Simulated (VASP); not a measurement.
# Ca (P6_3/mmc) in VASP: notebook

The runs below take Ca through single point, relaxation of cell and atoms, with PBE.

Program: VASP 6.6.1. These are calculated values, not measurements. Logs are shortened: lines on timing, memory, paths and dates and some standing lists are left out, and cuts for length are marked.

## Step 1: The cell of the first run

The structure is hexagonal, space group P6_3/mmc (No. 194). Conventional cell: a = 4.056 Å, b = 4.056 Å, c = 13.303 Å, α = 90.00°, β = 90.00°, γ = 120.00°. Within 5.3 Å of Ca (site symmetry -3m) lie 12 Ca at 4.06 to 4.07 Å. Within 5.3 Å of Ca (site symmetry -6m2) lie 12 Ca at 4.06 to 4.07 Å.

This isn't the form of Ca at room conditions, which is fcc.

## Step 2: Single point, PBE (47.38 Å³/atom)

INCAR reads:

```
  PREC = Accurate
  ENCUT = 520
  EDIFF = 1E-6
  ISMEAR = -1
  SIGMA = 0.1
  LREAL = False
  LASPH = True
  NELM = 80
  ALGO = Normal
  ISIF = 2
  LWAVE = False
  LCHARG = False
  GGA = PE
  NBANDS = 28
```

KPOINTS reads:

```
regular mesh
0
Gamma
  11 11 3
```

POSCAR reads:

```
Ca
1.0
    4.0558754966      0.0000000000      0.0000000000
   -2.0279377483      3.5124912146      0.0000000000
    0.0000000000      0.0000000000     13.3032590626
Ca
4
Direct
    0.0000000000      0.0000000000      0.0000000000
    0.0000000000      0.0000000000      0.5000000000
    0.3333333333      0.6666666667      0.2500000000
    0.6666666667      0.3333333333      0.7500000000
```

Potentials or basis: VASP PAW PBE potentials, release 64 (Ca_sv).

The run is started by

```
$ cat potpaw_PBE.64/Ca_sv/POTCAR > POTCAR
$ mpirun -np 1 vasp_std > vasp.out
```

OUTCAR:

```text
PREC = Accurate
   ENCUT = 520
   EDIFF = 1E-6
   ISMEAR = -1
   LREAL = False
   LASPH = True
   NELM = 80
   ISIF = 2
   GGA = PE

 ion  position               nearest neighbor table
   1  0.000  0.000  0.000-
   2  0.000  0.000  0.500-
   3  0.333  0.667  0.250-
   4  0.667  0.333  0.750-

  LATTYP: Found a hexagonal cell.
 ALAT       =     4.0558754966
 C/A-ratio  =     3.2799969017

  Lattice vectors:

 A1 = (   4.0558754966,   0.0000000000,   0.0000000000)
 A2 = (  -2.0279377483,   3.5124912146,   0.0000000000)
 A3 = (   0.0000000000,   0.0000000000,  13.3032590626)

Analysis of symmetry for initial positions (statically):
=====================================================================
 Subroutine PRICEL returns:
 Original cell was already a primitive cell.

 Routine SETGRP: Setting up the symmetry group for a
 hexagonal supercell.

 Subroutine GETGRP returns: Found 24 space group operations
 (whereof 12 operations were pure point group operations)
 out of a pool of 24 trial point group operations.

The static configuration has the point symmetry D_3d.
 The point group associated with its full space group is D_6h.

Analysis of symmetry for dynamics (positions and initial velocities):
=====================================================================
 Subroutine PRICEL returns:
 Original cell was already a primitive cell.

 Routine SETGRP: Setting up the symmetry group for a
 hexagonal supercell.

 Subroutine GETGRP returns: Found 24 space group operations
 (whereof 12 operations were pure point group operations)
 out of a pool of 24 trial point group operations.

The dynamic configuration has the point symmetry D_3d.
 The point group associated with its full space group is D_6h.

 Subroutine INISYM returns: Found 24 space group operations
 (whereof 12 operations are pure point group operations),
 and found     1 'primitive' translations

----------------------------------------------------------------------------------------

                                     Primitive cell

  volume of cell :     189.5212

  direct lattice vectors                    reciprocal lattice vectors
     4.055875497  0.000000000  0.000000000     0.246555892  0.142349110  0.000000000
    -2.027937748  3.512491215  0.000000000     0.000000000  0.284698221  0.000000000
     0.000000000  0.000000000 13.303259063     0.000000000  0.000000000  0.075169550

  length of vectors
     4.055875497  4.055875497 13.303259063     0.284698221  0.284698221  0.075169550

  position of ions in fractional coordinates (direct lattice)
     0.000000000  0.000000000  0.000000000
     0.000000000  0.000000000  0.500000000
     0.333333333  0.666666667  0.250000000
     0.666666667  0.333333333  0.750000000

  ion indices of the primitive-cell ions
   primitive index   ion index
                 1           1
                 2           2
                 3           3
                 4           4

----------------------------------------------------------------------------------------

 KPOINTS: regular mesh

Automatic generation of k-mesh.
 Grid dimensions read from file:
 generate k-points for:   11   11    3

 Generating k-lattice:

  Cartesian coordinates                     Fractional coordinates (reciprocal lattice)
     0.022414172  0.012940828  0.000000000     0.090909091  0.000000000  0.000000000
     0.000000000  0.025881656  0.000000000     0.000000000  0.090909091  0.000000000
     0.000000000  0.000000000  0.025056517     0.000000000  0.000000000  0.333333333

  Length of vectors
     0.025881656  0.025881656  0.025056517

  Shift w.r.t. Gamma in fractional coordinates (k-lattice)
     0.000000000  0.000000000  0.000000000

 Subroutine IBZKPT returns following result:
 ===========================================

 Found     32 irreducible k-points:

 Following reciprocal coordinates:
            Coordinates               Weight
  0.000000  0.000000  0.000000      1.000000
  0.090909  0.000000  0.000000      6.000000
  0.181818  0.000000  0.000000      6.000000
  0.272727  0.000000  0.000000      6.000000
  0.363636  0.000000  0.000000      6.000000
  0.454545  0.000000  0.000000      6.000000
[... 16 lines left out ...]
  0.090909  0.090909  0.333333     12.000000
  0.181818  0.090909  0.333333     24.000000
 [... further k-points ...]
   k-points           NKPTS =     32   k-points in BZ     NKDIM =     32   number of bands    NBANDS=     28
   number of dos      NEDOS =    301   number of ions     NIONS =      4
   total plane-waves  NPLWV =  90000
   dimension x,y,z NGX =    30 NGY =   30 NGZ =  100
   dimension x,y,z NGXF=    60 NGYF=   60 NGZF=  200
   ions per type =               4
   NGX,Y,Z   is equivalent  to a cutoff of  12.30, 12.30, 12.50 a.u.
   NGXF,Y,Z  is equivalent  to a cutoff of  24.59, 24.59, 24.99 a.u.
 SYSTEM =  unknown system
   PREC   = accura    normal or accurate (medium, high low for compatibility)
   ISTART =      0    job   : 0-new  1-cont  2-samecut
   ICHARG =      2    charge: 1-file 2-atom 10-const
   ISPIN  =      1    spin polarized calculation?
   LNONCOLLINEAR =      F non collinear calculations
   LSORBIT =      F    spin-orbit coupling
   LASPH  =      T    aspherical Exc in radial PAW
   ENCUT  =  520.0 eV  38.22 Ry    6.18 a.u.   7.54  7.54 24.74*2*pi/ulx,y,z
   NELM   =     80;   NELMIN=  2; NELMDL= -5     # of ELM steps
   EDIFF  = 0.1E-05   stopping-criterion for ELM
   LREAL  =      F    real-space projection
   EDIFFG = 0.1E-04   stopping-criterion for IOM
   NSW    =      0    number of steps for IOM
   IBRION =     -1    ionic relax: 0-MD 1-quasi-New 2-CG
   NFREE  =      0    steps in history (QN), initial steepest desc. (CG)
   ISIF   =      2    stress and relaxation
   ISYM   =      2    0-nonsym 1-usesym 2-fastsym
   POTIM  = 0.5000    time-step for ionic-motion
   TEBEG  =    0.0;   TEEND  =   0.0 temperature during run
   PSTRESS=    0.0 pullay stress
   NELECT =      40.0000    total number of electrons
   NUPDOWN=      -1.0000    fix difference up-down
   EMIN   =  10.00;   EMAX   =-10.00  energy-range for DOS
   EFERMI =   0.00;   METHOD = LEGACY
   ISMEAR =    -1;   SIGMA  =   0.10  broadening in eV -4-tet -1-fermi 0-gaus
   EFERMI_NEDOS =   21; number of points for ismear=-14 and -15
   IALGO  =     38    algorithm
   IMIX   =      4    mixing-type and parameters
     AMIX     =   0.40;   BMIX     =  1.00
     AMIX_MAG =   1.60;   BMIX_MAG =  1.00
  volume/ion in A,a.u.               =      47.38       319.74
  Fermi-wavevector in a.u.,A,eV,Ry     =   0.974710  1.841935 12.926352  0.950060
  Thomas-Fermi vector in A             =   2.105192
   LORBIT       =      0    0 simple, 1 ext, 2 COOP (PROOUT), +10 PAW based schemes
   GGA     = PE    functional components
   LHFCALC =     F    Hartree Fock is set to
   AEXX    =    0.0000 exact exchange contribution
   IVDW    =     0    specifies the selected vdW correction
   LEPSILON=     F    determine dielectric tensor
   LRPA    =     F    only Hartree local field effects (RPA)
 non-spin polarized calculation
  energy-cutoff  :      520.00
  volume of cell :      189.52
 maximum number of plane-waves:      5135
 NGX is ok and might be reduce to    30
   NGX = 15   NGY = 15   NGZ = 49

 number of electron      39.9999999 magnetization

 Free energy of the ion-electron system (eV)
  ---------------------------------------------------
  ext. energy  EPLUGINS =         0.00000000
  ---------------------------------------------------
  free energy    TOTEN  =        -7.68757894 eV

  energy without entropy =       -7.51558462  energy(sigma->0) =       -7.60158178

 E-fermi :   1.5365     XC(G=0):  -7.3850

 val. band max:        1.5214415804   @ k =   0.4545   0.0909   0.0000
 cond. band min:       1.5398249311   @ k =   0.3636   0.0909   0.0000
 fundamental gap:      0.0183833508
 Fermi energy:         1.5365463151

 k-point     1 :       0.0000    0.0000    0.0000
  band No.  band energies     occupation
      1     -40.7524      2.00000
      2     -40.7507      2.00000
      3     -40.7442      2.00000
      4     -40.7425      2.00000
      5     -21.7653      2.00000
      6     -21.7236      2.00000
[... 20 lines left out ...]
     27       3.6862      0.00000
     28       3.7326      0.00000

 k-point     2 :       0.0909    0.0000    0.0000
  band No.  band energies     occupation
      1     -40.7519      2.00000
      2     -40.7503      2.00000
      3     -40.7438      2.00000
      4     -40.7422      2.00000
      5     -21.7630      2.00000
      6     -21.7242      2.00000
[... 20 lines left out ...]
     27       3.7047      0.00000
     28       3.7405      0.00000

 k-point     3 :       0.1818    0.0000    0.0000
  band No.  band energies     occupation
      1     -40.7505      2.00000
      2     -40.7492      2.00000
      3     -40.7427      2.00000
      4     -40.7413      2.00000
      5     -21.7566      2.00000
      6     -21.7280      2.00000
[... 20 lines left out ...]
     27       3.6963      0.00000
     28       3.8780      0.00000

 k-point     4 :       0.2727    0.0000    0.0000
  band No.  band energies     occupation
      1     -40.7487      2.00000
      2     -40.7477      2.00000
      3     -40.7412      2.00000
      4     -40.7403      2.00000
      5     -21.7487      2.00000
      6     -21.7398      2.00000
[... 20 lines left out ...]
     27       3.5849      0.00000
     28       3.6058      0.00000

 k-point     5 :       0.3636    0.0000    0.0000
  band No.  band energies     occupation
      1     -40.7469      2.00000
      2     -40.7464      2.00000
      3     -40.7399      2.00000
      4     -40.7394      2.00000
      5     -21.7581      2.00000
      6     -21.7556      2.00000
[... 20 lines left out ...]
     27       3.2483      0.00000
     28       3.5112      0.00000

 k-point     6 :       0.4545    0.0000    0.0000
  band No.  band energies     occupation
      1     -40.7458      2.00000
      2     -40.7456      2.00000
      3     -40.7391      2.00000
      4     -40.7388      2.00000
      5     -21.7675      2.00000
      6     -21.7657      2.00000
[... 463 lines left out ...]
      5     -21.7573      2.00000
      6     -21.7537      2.00000
[... 20 lines left out ...]
     27       3.2928      0.00000
     28       3.4457      0.00000

 k-point    22 :       0.4545    0.0000    0.3333
  band No.  band energies     occupation
      1     -40.7458      2.00000
      2     -40.7456      2.00000
      3     -40.7390      2.00000
      4     -40.7389      2.00000
      5     -21.7657      2.00000
      6     -21.7641      2.00000
[... 20 lines left out ...]
     27       3.2011      0.00000
     28       3.4074      0.00000

 k-point    23 :       0.0909    0.0909    0.3333
  band No.  band energies     occupation
      1     -40.7506      2.00000
      2     -40.7499      2.00000
      3     -40.7426      2.00000
      4     -40.7419      2.00000
      5     -21.7541      2.00000
      6     -21.7418      2.00000
[... 20 lines left out ...]
     27       3.6780      0.00000
     28       3.7887      0.00000

 k-point    24 :       0.1818    0.0909    0.3333
  band No.  band energies     occupation
      1     -40.7491      2.00000
      2     -40.7485      2.00000
      3     -40.7414      2.00000
      4     -40.7409      2.00000
      5     -21.7487      2.00000
      6     -21.7426      2.00000
[... 20 lines left out ...]
     27       3.5569      0.00000
     28       3.6509      0.00000

 [... further k-points ...]

------------------------ aborting loop because EDIFF is reached ----------------------------------------

  FORCE on cell =-STRESS in cart. coord.  units (eV):
  Direction    XX          YY          ZZ          XY          YZ          ZX
  --------------------------------------------------------------------------------------
  -------------------------------------------------------------------------------------
  Total       -1.8724721     -1.8724721     -1.9566723     -0.0000000      0.0000000      0.0000000
  in kB      -15.8295305    -15.8295305    -16.5413429     -0.0000000      0.0000000      0.0000000
  external PRESSURE =     -16.0668013 kB  Pullay stress =       0.0000000 kB

 VOLUME and BASIS-vectors are now :
 -----------------------------------------------------------------------------
  energy-cutoff  :      520.00
  volume of cell :      189.52
      direct lattice vectors                 reciprocal lattice vectors
     4.055875497  0.000000000  0.000000000     0.246555892  0.142349110  0.000000000
    -2.027937748  3.512491215  0.000000000     0.000000000  0.284698221  0.000000000
     0.000000000  0.000000000 13.303259063     0.000000000  0.000000000  0.075169550

 POSITION                                       TOTAL-FORCE (eV/Angst)
 -----------------------------------------------------------------------------------
      0.00000      0.00000      0.00000         0.000000      0.000000      0.000000
      0.00000      0.00000      6.65163         0.000000      0.000000      0.000000
     -0.00000      2.34166      3.32581         0.000000     -0.000000     -0.000000
      2.02794      1.17083      9.97744        -0.000000      0.000000      0.000000
 -----------------------------------------------------------------------------------
    total drift:                               -0.000000      0.000000     -0.000000

  FREE ENERGIE OF THE ION-ELECTRON SYSTEM (eV)
  ---------------------------------------------------
  free  energy   TOTEN  =        -7.6875789371 eV

  energy  without entropy=       -7.5155846155  energy(sigma->0) =       -7.60158178
```

Run time: 88 s. Hardware: 1 thread of AMD EPYC 9R45 (Zen 5), shared host; peak memory 0.31 GiB.

Results:

```
Free energy            : -7.6876 eV
Pressure               : -1.6 GPa
Band gap on the k mesh : zero (bands 20 and 21 overlap by 0.48 eV)
```

## Step 3: Single point, PBE

This run uses another cell than the first one, of 42.30 Å³/atom.

INCAR reads:

```
SYSTEM = Ca
ALGO = Normal
EDIFF = 1E-7
ENCUT = 520
GGA = PE
ISIF = 2
ISMEAR = -1
LASPH = .True.
LCHARG = .True.
LELF = .True.
LREAL = .False.
LVHAR = .True.
LWAVE = .False.
NBANDS = 28
NELM = 80
PREC = Accurate
SIGMA = 0.1
```

KPOINTS reads:

```
k-points
0
Gamma
  12 12 4
  0 0 0
```

POSCAR reads:

```
Ca
1.0
    3.9055176732      0.0000000000      0.0000000000
   -1.9527588366      3.3822775200      0.0000000000
    0.0000000000      0.0000000000     12.8100858679
Ca
4
Direct
    0.0000000000      0.0000000000      0.0000000000
    0.0000000000      0.0000000000      0.5000000000
    0.3333333333      0.6666666667      0.2500000000
    0.6666666667      0.3333333333      0.7500000000
```

Potentials or basis: VASP PAW PBE potentials, release 64 (Ca_sv).

The run is started by

```
$ cat potpaw_PBE.64/Ca_sv/POTCAR > POTCAR
$ mpirun -np 1 vasp_std > vasp.out
```

Wall time 2.4 min (1 thread of AMD EPYC 9R45 (Zen 5), shared host); peak memory 0.36 GiB.

Results (log left out):

| Item | Value |
| --- | --- |
| Free energy | -7.7914 eV |
| Pressure | 0.0 GPa |
| Band gap on the k mesh | zero (bands 20 and 21 overlap by 0.46 eV) |

Levels at points of the mesh, in eV from the Fermi level:
```
           k point  band 18  band 19  band 20  band 21  band 22  band 23
(0.00, 0.00, 0.00)    -3.03    -3.03    -1.02    -0.20     1.39     1.40
(0.50, 0.00, 0.00)    -0.82    -0.67    -0.56    -0.01     0.09     0.46
(0.00, 0.00, 0.50)    -3.78    -1.94    -1.94     0.56     0.56     2.04
(0.50, 0.00, 0.50)    -0.95    -0.63    -0.63     0.08     0.08     0.48
```

## Step 4: Relaxation of cell and atoms, PBE

This run uses another cell than the first one, of 43.63 Å³/atom.

INCAR reads:

```
PREC = Accurate
ENCUT = 600
EDIFF = 1E-6
ISMEAR = -1
SIGMA = 0.1
LREAL = False
LASPH = True
NELM = 100
ALGO = Normal
ISIF = 3
LWAVE = False
LCHARG = False
GGA = PE
IBRION = 2
NSW = 80
EDIFFG = -0.01
```

KPOINTS reads:

```
Automatic mesh
0
Gamma
  9 9 3
```

POSCAR reads:

```
Ca
1.0
    3.9515900202      0.0000000000      0.0000000000
   -1.9757950101      3.4221773429      0.0000000000
    0.0000000000      0.0000000000     12.9058930061
Ca
4
Direct
    0.0000000000      0.0000000000      0.0000000000
    0.0000000000      0.0000000000      0.5000000000
    0.3333333333      0.6666666667      0.2500000000
    0.6666666667      0.3333333333      0.7500000000
```

The run is started by

```
$ cat potpaw_PBE.64/Ca_sv/POTCAR > POTCAR
$ mpirun -np 1 vasp_std > vasp.out
```

Wall time 2.7 min (1 thread of AMD EPYC 9R45 (Zen 5), shared host); peak memory 0.35 GiB.

Results (log left out):

```
Free energy                           : -7.7894 eV
Relaxed volume                        : 42.45 Å³/atom
Relaxed cell                          : a = 3.913 Å, b = 3.913 Å, c = 12.807 Å, α = 90.00°, β = 90.00°, γ = 120.00°
Space group after relaxing (to 0.1 Å) : P6_3/mmc (No. 194)
Energy gained by relaxing             : 1.9 meV/atom
Ionic steps                           : 3
Pressure after relaxing               : 0.0 GPa
Band gap on the k mesh                : zero (bands 20 and 21 overlap by 0.41 eV)
```

Step by step:
```csv
step,energy change (eV),largest force (eV/Å),pressure (GPa),volume (Å³)
1,0.0000,0.0000,-0.47,174.53
2,-0.0065,0.0000,-0.16,171.32
3,-0.0074,0.0000,-0.01,169.78
```

Final structure:
```xyz
4
Lattice="3.9126 0.0000 0.0000 -1.9563 3.3884 0.0000 0.0000 0.0000 12.8068" Properties=species:S:1:pos:R:3 pbc="T T T"
Ca   -1.9563    3.3884    0.0000
Ca   -1.9563    3.3884    6.4034
Ca    0.0000    2.2589    3.2017
Ca    1.9563    1.1295    9.6051
```

Levels at points of the mesh, in eV from the Fermi level:
```tsv
k point	band 18	band 19	band 20	band 21	band 22	band 23
(0.00, 0.00, 0.00)	-3.02	-3.02	-1.01	-0.19	1.40	1.41
```

## Step 5: Summary

| task | cell | k mesh | cutoff (eV) | gap on the mesh (eV) | pressure (GPa) |
| --- | --- | --- | --- | --- | --- |
| single point | a = 4.056, b = 4.056, c = 13.303 Å, angles 90.0, 90.0, 120.0°, 4 atoms | 11 × 11 × 3 | 520 | none | -1.6 |
| single point | a = 3.906, b = 3.906, c = 12.810 Å, angles 90.0, 90.0, 120.0°, 4 atoms | 12 × 12 × 4 | 520 | none | 0.0 |
| relaxation of cell and atoms | relaxed from a = 3.952, b = 3.952, c = 12.906 Å, angles 90.0, 90.0, 120.0°, 4 atoms | 9 × 9 × 3 | 600 | none | 0.0 |

Alike in all rows: level PBE; potentials or basis VASP PAW PBE potentials, release 64 (Ca_sv); no spin polarisation; smearing fermi-dirac 0.1 eV.

Total energies depend on the potentials used, so only differences within one code and one set of settings carry meaning.
